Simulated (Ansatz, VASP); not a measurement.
SrB3Pt in VASP and in Ansatz

```
CELL_PARAMETERS angstrom
3.95104 0.00000 0.00000
0.00000 3.95104 0.00000
0.00000 0.00000 3.95104
ATOMIC_POSITIONS crystal
Sr 0.00000 0.00000 0.00000
B 0.00000 0.50000 0.50000
B 0.50000 0.00000 0.50000
B 0.50000 0.50000 0.00000
Pt 0.50000 0.50000 0.50000
```

Change from the starting cell: species swapped into the KCdF3 type (Pm-3m, No. 221).

Alike in both runs: task relaxation of cell and atoms; functional PBE; k mesh 4 × 4 × 4; occupations gaussian, width 0.1 eV; no spin polarisation.

```csv
,VASP,Ansatz
version,VASP 6.6.1,Ansatz 0.2.0
potentials or method,"VASP PAW PBE potentials, release 64 (Sr_sv, B, Pt), cutoff 600 eV","scalar-relativistic, plane waves, PAW"
valence electrons in the cell,29,37
```

Ansatz gave:

```
gap on the k mesh at the Fermi level, each at its own relaxed structure (eV) : none
relaxed volume (Å³/atom)                                                     : 15.08
relaxed cell length with the largest relative difference (Å)                 : 4.224
```

Task: Estimate VASP's values.

Result: gap on the k mesh at the Fermi level, each at its own relaxed structure (eV): none; relaxed volume (Å³/atom): 15.12; relaxed cell length with the largest relative difference (Å): 4.228.

A gap of «none» marks a metal or a gap that the smearing closes. VASP's potentials hold 29 valence electrons a cell and Ansatz's 37, so a difference there can come from the potentials and not from the codes.

The k mesh is coarse, so the values compare programs but aren't converged. Spin-orbit coupling is off throughout. Noted on VASP's run: the volume moved by over 15 % at a fixed basis, so the end points are rough.
